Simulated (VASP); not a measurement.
# AlN (Fm-3m) in VASP: a series of runs

The runs below take AlN through single point, with LDA.

Everything below comes from runs of VASP 6.6.1. Logs are shortened: lines on timing, memory, paths and dates and some standing lists are left out, and cuts for length are marked.

### Step 1. The cell of the first run

The structure is cubic, space group Fm-3m (No. 225). Conventional cell: a = 4.069 Å, b = 4.069 Å, c = 4.069 Å, α = 90.00°, β = 90.00°, γ = 90.00°. Al (site symmetry m-3m) has 6 N at 2.03 Å within 2.7 Å. N (site symmetry m-3m) has 6 Al at 2.03 Å within 2.7 Å.

### Step 2. Single point, LDA

The input, INCAR:

```
PREC     = Accurate       # precision mode
ENCUT    = 600            # plane-wave cutoff, eV
EDIFF    = 1E-6           # SCF threshold, eV
ISMEAR   = 0              # smearing method
SIGMA    = 0.1            # smearing width, eV
LREAL    = F              # projectors in reciprocal space
LASPH    = T              # aspherical terms in the spheres
NELM     = 120            # most SCF steps
ALGO     = Normal         # electronic algorithm
ISIF     = 2              # what is computed and relaxed
LWAVE    = F              # write WAVECAR
LCHARG   = F              # write CHGCAR
GGA      = CA             # functional
NBANDS   = 11             # bands
GGA_COMPAT= F
```

The input, KPOINTS:

```
Automatic mesh
0
Gamma
  8 8 8
```

The input, POSCAR:

```
AlN
1.0
    0.0000000000      2.0345180000      2.0345180000
    2.0345180000      0.0000000000      2.0345180000
    2.0345180000      2.0345180000      0.0000000000
Al N
1 1
Direct
    0.5000000000      0.5000000000      0.5000000000
    0.0000000000      0.0000000000      0.0000000000
```

Potentials or basis: VASP PAW LDA potentials, release 64 (Al, N).

Run with:

```sh
$ cat potpaw_LDA.64/Al/POTCAR potpaw_LDA.64/N/POTCAR > POTCAR
$ mpirun -np 1 vasp_std > vasp.out
```

OUTCAR:

```text
PREC = Accurate
   ENCUT = 600
   EDIFF = 1E-6
   ISMEAR = 0
   LREAL = F
   LASPH = T
   NELM = 120
   ISIF = 2
   GGA = CA

 ion  position               nearest neighbor table
   1  0.500  0.500  0.500-   2 2.03   2 2.03   2 2.03   2 2.03   2 2.03   2 2.03
   2  0.000  0.000  0.000-   1 2.03   1 2.03   1 2.03   1 2.03   1 2.03   1 2.03

  LATTYP: Found a face centered cubic cell.
 ALAT       =     4.0690360000

  Lattice vectors:

 A1 = (   0.0000000000,   2.0345180000,   2.0345180000)
 A2 = (   2.0345180000,   0.0000000000,   2.0345180000)
 A3 = (   2.0345180000,   2.0345180000,   0.0000000000)

Analysis of symmetry for initial positions (statically):
=====================================================================
 Subroutine PRICEL returns:
 Original cell was already a primitive cell.

 Routine SETGRP: Setting up the symmetry group for a
 face centered cubic supercell.

 Subroutine GETGRP returns: Found 48 space group operations
 (whereof 48 operations were pure point group operations)
 out of a pool of 48 trial point group operations.

The static configuration has the point symmetry O_h .

Analysis of symmetry for dynamics (positions and initial velocities):
=====================================================================
 Subroutine PRICEL returns:
 Original cell was already a primitive cell.

 Routine SETGRP: Setting up the symmetry group for a
 face centered cubic supercell.

 Subroutine GETGRP returns: Found 48 space group operations
 (whereof 48 operations were pure point group operations)
 out of a pool of 48 trial point group operations.

The dynamic configuration has the point symmetry O_h .

 Subroutine INISYM returns: Found 48 space group operations
 (whereof 48 operations are pure point group operations),
 and found     1 'primitive' translations

----------------------------------------------------------------------------------------

                                     Primitive cell

  volume of cell :      16.8428

  direct lattice vectors                    reciprocal lattice vectors
     0.000000000  2.034518000  2.034518000    -0.245758455  0.245758455  0.245758455
     2.034518000  0.000000000  2.034518000     0.245758455 -0.245758455  0.245758455
     2.034518000  2.034518000  0.000000000     0.245758455  0.245758455 -0.245758455

  length of vectors
     2.877242948  2.877242948  2.877242948     0.425666130  0.425666130  0.425666130

[... 87 lines left out ...]
   ISYM   =      2    0-nonsym 1-usesym 2-fastsym
   POTIM  = 0.5000    time-step for ionic-motion
   TEBEG  =    0.0;   TEEND  =   0.0 temperature during run
   PSTRESS=    0.0 pullay stress
   NELECT =       8.0000    total number of electrons
   NUPDOWN=      -1.0000    fix difference up-down
   EMIN   =  10.00;   EMAX   =-10.00  energy-range for DOS
   EFERMI =   0.00;   METHOD = LEGACY
   ISMEAR =     0;   SIGMA  =   0.10  broadening in eV -4-tet -1-fermi 0-gaus
   EFERMI_NEDOS =   21; number of points for ismear=-14 and -15
   IALGO  =     38    algorithm
   IMIX   =      4    mixing-type and parameters
     AMIX     =   0.40;   BMIX     =  1.00
     AMIX_MAG =   1.60;   BMIX_MAG =  1.00
  volume/ion in A,a.u.               =       8.42        56.83
  Fermi-wavevector in a.u.,A,eV,Ry     =   1.277321  2.413786 22.198561  1.631548
  Thomas-Fermi vector in A             =   2.409927
   LORBIT       =      0    0 simple, 1 ext, 2 COOP (PROOUT), +10 PAW based schemes
   GGA     = CA    functional components
   LHFCALC =     F    Hartree Fock is set to
   AEXX    =    0.0000 exact exchange contribution
   IVDW    =     0    specifies the selected vdW correction
   LEPSILON=     F    determine dielectric tensor
   LRPA    =     F    only Hartree local field effects (RPA)
 non-spin polarized calculation
 Gauss-broadening in eV      SIGMA  =   0.10
  energy-cutoff  :      600.00
  volume of cell :       16.84
 maximum number of plane-waves:       588
   NGX = 11   NGY = 11   NGZ = 11

 number of electron       8.0000000 magnetization

 Free energy of the ion-electron system (eV)
  ---------------------------------------------------
  ext. energy  EPLUGINS =         0.00000000
  ---------------------------------------------------
  free energy    TOTEN  =       -16.20875847 eV

  energy without entropy =      -16.20875847  energy(sigma->0) =      -16.20875847

 E-fermi :   9.9371     XC(G=0): -12.4848

 val. band max:        9.4654668843   @ k =   0.0000   0.0000   0.0000
 cond. band min:      13.7446337402   @ k =   0.5000   0.5000   0.0000
 fundamental gap:      4.2791668560
 Fermi energy:         9.9370636362

 k-point     1 :       0.0000    0.0000    0.0000
  band No.  band energies     occupation
      1      -7.7707      2.00000
      2       9.4655      2.00000
      3       9.4655      2.00000
      4       9.4655      2.00000
      5      14.9639      0.00000
      6      21.4290      0.00000
      7      21.4290      0.00000
      8      21.4290      0.00000
      9      26.6004      0.00000
     10      26.9596      0.00000
     11      26.9596      0.00000
[... 309 lines left out ...]
 k-point    24 :      -0.3750    0.2500    0.1250
  band No.  band energies     occupation
      1      -4.0068      2.00000
      2       2.1153      2.00000
      3       5.8266      2.00000
      4       7.5131      2.00000
      5      17.6822      0.00000
      6      17.7063      0.00000
      7      21.4611      0.00000
      8      21.8576      0.00000
      9      27.2321      0.00000
     10      27.9923      0.00000
     11      31.4334      0.00000

 [... further k-points ...]

------------------------ aborting loop because EDIFF is reached ----------------------------------------

  FORCE on cell =-STRESS in cart. coord.  units (eV):
  Direction    XX          YY          ZZ          XY          YZ          ZX
  --------------------------------------------------------------------------------------
  -------------------------------------------------------------------------------------
  Total       -1.1098524     -1.1098524     -1.1098524     -0.0000000     -0.0000000     -0.0000000
  in kB     -105.5750226   -105.5750226   -105.5750226     -0.0000000     -0.0000000     -0.0000000
  external PRESSURE =    -105.5750226 kB  Pullay stress =       0.0000000 kB

 VOLUME and BASIS-vectors are now :
 -----------------------------------------------------------------------------
  energy-cutoff  :      600.00
  volume of cell :       16.84
      direct lattice vectors                 reciprocal lattice vectors
     0.000000000  2.034518000  2.034518000    -0.245758455  0.245758455  0.245758455
     2.034518000  0.000000000  2.034518000     0.245758455 -0.245758455  0.245758455
     2.034518000  2.034518000  0.000000000     0.245758455  0.245758455 -0.245758455

 POSITION                                       TOTAL-FORCE (eV/Angst)
 -----------------------------------------------------------------------------------
      2.03452      2.03452      2.03452         0.000000     -0.000000      0.000000
      0.00000      0.00000      0.00000         0.000000      0.000000     -0.000000
 -----------------------------------------------------------------------------------
    total drift:                                0.000000     -0.000000     -0.000000

  FREE ENERGIE OF THE ION-ELECTRON SYSTEM (eV)
  ---------------------------------------------------
  free  energy   TOTEN  =       -16.2087584692 eV

  energy  without entropy=      -16.2087584692  energy(sigma->0) =      -16.20875847
```

stdout:

```text
POSCAR found type information on POSCAR AlN
 POSCAR found :  2 types and       2 ions
 scaLAPACK will be used
 LDA part: xc-table for (Slater(with rela. corr.)+CA(PZ))
 , standard interpolation
 POSCAR, INCAR and KPOINTS ok, starting setup
 FFT: planning ... GRIDC
 FFT: planning ... GRID_SOFT
 FFT: planning ... GRID
 WAVECAR not read
 entering main loop
```

Run time: 6.5 s. Hardware: 1 thread of AMD EPYC 7R43 (Zen 3), shared host; peak memory 0.09 GiB.

Results:

```yaml
Free_energy: -16.2088 eV
Pressure: -10.6 GPa
Band_gap_on_the_k_mesh: 4.28 eV (least direct gap 5.50 eV)
```

Levels at points of the mesh, in eV from the valence-band top:
```csv
k point,band 2,band 3,band 4,band 5,band 6,band 7
"(0.00, 0.00, 0.00)",0.00,0.00,0.00,5.50,11.96,11.96
"(0.50, 0.00, 0.00)",-8.23,-1.05,-1.05,6.01,10.65,10.65
"(0.50, 0.50, 0.00)",-7.29,-2.76,-2.76,4.28,5.23,13.66
```

Caveat: the cell stands under tension. A k mesh can miss the band edges.

### Step 3. Single point, LDA

This run uses another cell than the first one, of 8.05 Å³/atom.

The input, INCAR:

```
PREC = Accurate
ENCUT = 600
EDIFF = 1E-6
ISMEAR = 0
SIGMA = 0.1
LREAL = F
LASPH = T
NELM = 120
ALGO = Normal
ISIF = 2
LWAVE = F
LCHARG = F
GGA = CA
NBANDS = 11
GGA_COMPAT = F
```

The input, KPOINTS:

```
regular mesh
0
Gamma
  8 8 8
```

The input, POSCAR:

```
AlN
1.0
    0.0000000000      2.0045623817      2.0045623817
    2.0045623817      0.0000000000      2.0045623817
    2.0045623817      2.0045623817      0.0000000000
Al N
1 1
Direct
    0.5000000000      0.5000000000      0.5000000000
    0.0000000000      0.0000000000      0.0000000000
```

Potentials or basis: VASP PAW LDA potentials, release 64 (Al, N).

Run with:

```sh
$ cat potpaw_LDA.64/Al/POTCAR potpaw_LDA.64/N/POTCAR > POTCAR
$ mpirun -np 1 vasp_std > vasp.out
```

OUTCAR:

```text
PREC = Accurate
   ENCUT = 600
   EDIFF = 1E-6
   ISMEAR = 0
   LREAL = F
   LASPH = T
   NELM = 120
   ISIF = 2
   GGA = CA

 ion  position               nearest neighbor table
   1  0.500  0.500  0.500-   2 2.00   2 2.00   2 2.00   2 2.00   2 2.00   2 2.00
   2  0.000  0.000  0.000-   1 2.00   1 2.00   1 2.00   1 2.00   1 2.00   1 2.00

  LATTYP: Found a face centered cubic cell.
 ALAT       =     4.0091247634

  Lattice vectors:

 A1 = (   0.0000000000,   2.0045623817,   2.0045623817)
 A2 = (   2.0045623817,   0.0000000000,   2.0045623817)
 A3 = (   2.0045623817,   2.0045623817,   0.0000000000)

Analysis of symmetry for initial positions (statically):
=====================================================================
 Subroutine PRICEL returns:
 Original cell was already a primitive cell.

 Routine SETGRP: Setting up the symmetry group for a
 face centered cubic supercell.

 Subroutine GETGRP returns: Found 48 space group operations
 (whereof 48 operations were pure point group operations)
 out of a pool of 48 trial point group operations.

The static configuration has the point symmetry O_h .

Analysis of symmetry for dynamics (positions and initial velocities):
[... 165 lines left out ...]

 k-point     1 :       0.0000    0.0000    0.0000
  band No.  band energies     occupation
      1      -7.5972      2.00000
      2      10.0458      2.00000
      3      10.0458      2.00000
      4      10.0458      2.00000
      5      16.1901      0.00000
      6      22.1467      0.00000
      7      22.1467      0.00000
      8      22.1467      0.00000
      9      27.4403      0.00000
     10      27.8634      0.00000
     11      27.8634      0.00000
[... 309 lines left out ...]
 k-point    24 :      -0.3750    0.2500    0.1250
  band No.  band energies     occupation
      1      -3.6254      2.00000
      2       2.4320      2.00000
      3       6.2458      2.00000
      4       7.9924      2.00000
      5      18.5927      0.00000
      6      18.6473      0.00000
      7      22.4774      0.00000
      8      22.8932      0.00000
      9      28.2973      0.00000
     10      29.1804      0.00000
     11      32.5750      0.00000

 [... further k-points ...]
[... 5 lines left out ...]
  --------------------------------------------------------------------------------------
  -------------------------------------------------------------------------------------
  Total        0.0909597      0.0909597      0.0909597      0.0000000     -0.0000000     -0.0000000
  in kB        9.0462987      9.0462987      9.0462987      0.0000000     -0.0000000     -0.0000000
  external PRESSURE =       9.0462987 kB  Pullay stress =       0.0000000 kB

 VOLUME and BASIS-vectors are now :
 -----------------------------------------------------------------------------
  energy-cutoff  :      600.00
  volume of cell :       16.11
      direct lattice vectors                 reciprocal lattice vectors
     0.000000000  2.004562382  2.004562382    -0.249431000  0.249431000  0.249431000
     2.004562382  0.000000000  2.004562382     0.249431000 -0.249431000  0.249431000
     2.004562382  2.004562382  0.000000000     0.249431000  0.249431000 -0.249431000

 POSITION                                       TOTAL-FORCE (eV/Angst)
 -----------------------------------------------------------------------------------
      2.00456      2.00456      2.00456         0.000000      0.000000     -0.000000
      0.00000      0.00000      0.00000         0.000000      0.000000      0.000000
 -----------------------------------------------------------------------------------
    total drift:                                0.000000     -0.000000     -0.000000

  FREE ENERGIE OF THE ION-ELECTRON SYSTEM (eV)
  ---------------------------------------------------
  free  energy   TOTEN  =       -16.2307925963 eV

  energy  without entropy=      -16.2307925963  energy(sigma->0) =      -16.23079260
```

OSZICAR:

```text
N       E                     dE             d eps       ncg     rms          rms(c)
DAV:   1     0.564829879270E+01    0.56483E+01   -0.44071E+03   646   0.747E+02
DAV:   2    -0.175505591000E+02   -0.23199E+02   -0.22494E+02   805   0.122E+02
DAV:   3    -0.181321955250E+02   -0.58164E+00   -0.58048E+00   742   0.159E+01
DAV:   4    -0.181337523418E+02   -0.15568E-02   -0.15567E-02   725   0.101E+00
DAV:   5    -0.181337603509E+02   -0.80091E-05   -0.80091E-05   731   0.708E-02    0.778E+00
DAV:   6    -0.162887304301E+02    0.18450E+01   -0.81353E+00   680   0.149E+01    0.277E+00
DAV:   7    -0.162501371035E+02    0.38593E-01   -0.13300E-01   722   0.265E+00    0.172E+00
DAV:   8    -0.162309117181E+02    0.19225E-01   -0.13762E-02   665   0.107E+00    0.258E-01
DAV:   9    -0.162307910130E+02    0.12071E-03   -0.62662E-04   737   0.144E-01    0.149E-01
DAV:  10    -0.162307930385E+02   -0.20255E-05   -0.21470E-05   683   0.349E-02    0.256E-02
DAV:  11    -0.162307925963E+02    0.44217E-06   -0.67801E-07   406   0.619E-03
   1 F= -.16230793E+02 E0= -.16230793E+02  d E =-.445203E-16
```

It took 6.2 s on 1 thread of AMD EPYC 7R43 (Zen 3), shared host; peak memory 0.09 GiB.

What came out:

```
Free energy            : -16.2308 eV
Pressure               : 0.9 GPa
Band gap on the k mesh : 4.71 eV (least direct gap 6.14 eV)
```

### Step 4. Single point, LDA

This run uses another cell than the first one, of 8.06 Å³/atom.

The input, INCAR:

```
SYSTEM = AlN
ALGO     = Normal         ! electronic algorithm
EDIFF    = 1E-6           ! SCF threshold, eV
ENCUT    = 600            ! plane-wave cutoff, eV
GGA      = CA             ! functional
GGA_COMPAT= .False.      
ISIF     = 2              ! what is computed and relaxed
ISMEAR   = 0              ! smearing method
LASPH    = .True.         ! aspherical terms in the spheres
LCHARG   = .True.         ! write CHGCAR
LELF     = .True.         ! ELF
LREAL    = .False.        ! projectors in reciprocal space
LVHAR    = .True.       
LWAVE    = .False.        ! write WAVECAR
NBANDS   = 11             ! bands
NELM     = 120            ! most SCF steps
PREC     = Accurate       ! precision mode
SIGMA    = 0.02           ! smearing width, eV
```

The input, KPOINTS:

```
k-points
0
Gamma
  10 10 10
  0 0 0
```

The input, POSCAR:

```
AlN
1.0
    0.0000000000      2.0050835843      2.0050835843
    2.0050835843      0.0000000000      2.0050835843
    2.0050835843      2.0050835843      0.0000000000
Al N
1 1
Direct
    0.5000000000      0.5000000000      0.5000000000
    0.0000000000      0.0000000000      0.0000000000
```

Run with:

```sh
$ cat potpaw_LDA.64/Al/POTCAR potpaw_LDA.64/N/POTCAR > POTCAR
$ mpirun -np 1 vasp_std > vasp.out
```

It took 12 s on 1 thread of AMD EPYC 7R43 (Zen 3), shared host; peak memory 0.1 GiB.

The run converged. Its results:

```
Free energy            : -16.2313 eV
Pressure               : 0.7 GPa
Band gap on the k mesh : 4.70 eV (least direct gap 6.13 eV)
```

Levels at points of the mesh, in eV from the valence-band top:
```csv
k point,band 1,band 2,band 3,band 4,band 5,band 6,band 7,band 8,band 9
"(0.00, 0.00, 0.00)",-17.64,0.00,0.00,0.00,6.13,12.10,12.10,12.10,17.39
"(0.50, 0.00, 0.00)",-14.20,-8.51,-1.13,-1.13,6.28,11.00,11.00,13.49,16.14
"(0.50, 0.50, 0.00)",-13.15,-7.58,-2.88,-2.88,4.70,5.15,14.19,17.38,17.38
```

A k mesh can miss the band edges.

### Step 5. Summary

| cell | k mesh | smearing | gap on the mesh (eV) | pressure (GPa) |
| --- | --- | --- | --- | --- |
| a = 2.877 Å, angles 60.0°, 2 atoms | 8 × 8 × 8 | gaussian 0.1 eV | 4.28 | -10.6 |
| a = 2.835 Å, angles 60.0°, 2 atoms | 8 × 8 × 8 | gaussian 0.1 eV | 4.71 | 0.9 |
| a = 2.836 Å, angles 60.0°, 2 atoms | 10 × 10 × 10 | gaussian 0.02 eV | 4.70 | 0.7 |

Alike in all rows: task single point; level LDA; potentials or basis VASP PAW LDA potentials, release 64 (Al, N); no spin polarisation; cutoff (eV) 600.

Caveats: the cell stands under tension (at least some runs).

Total energies depend on the potentials used, so only differences within one code and one set of settings carry meaning.
